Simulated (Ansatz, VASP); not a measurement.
# InGa5P6 in VASP and in Ansatz

```xyz
12
Lattice="3.6729 0.0000 0.0000 0.0000 5.2984 0.0000 0.0000 0.0000 11.0426" Properties=species:S:1:pos:R:3 pbc="T T T"
In    1.8364    2.6492    0.0000
Ga    0.0000    0.0000    9.1690
Ga    0.0000    0.0000    1.8736
Ga    1.8364    2.6492    3.7391
Ga    0.0000    0.0000    5.5213
Ga    1.8364    2.6492    7.3035
P     0.0000    2.6492    2.0239
P     0.0000    2.6492    5.5213
P     1.8364    0.0000    7.3228
P     0.0000    2.6492    9.0187
P     1.8364    0.0000    0.0000
P     1.8364    0.0000    3.7198
```

Alike in both runs: functional PBE; k mesh 6 × 4 × 2; occupations gaussian, width 0.1 eV; no spin polarisation.

Ansatz relaxed the structure, and its values are those at the end. VASP's run is a single point on that final structure, the one shown.

```csv
,VASP,Ansatz
version,VASP 6.6.1,Ansatz 0.2.0
potentials or method,"VASP PAW PBE potentials, release 64 (In_d, Ga_d, P), cutoff 520 eV","scalar-relativistic, plane waves, PAW"
valence electrons in the cell,108,108
```

Ansatz gave:

```
gap on the k mesh at the Fermi level (eV) : none
pressure (GPa)                            : 0.0
rms of the force components (eV/Å)        : 0.008
```

Problem. Estimate VASP's values.

Solution. gap on the k mesh at the Fermi level (eV): none; pressure (GPa): 0.0; rms of the force components (eV/Å): 0.009.

A gap of «none» marks a metal or a gap that the smearing closes.
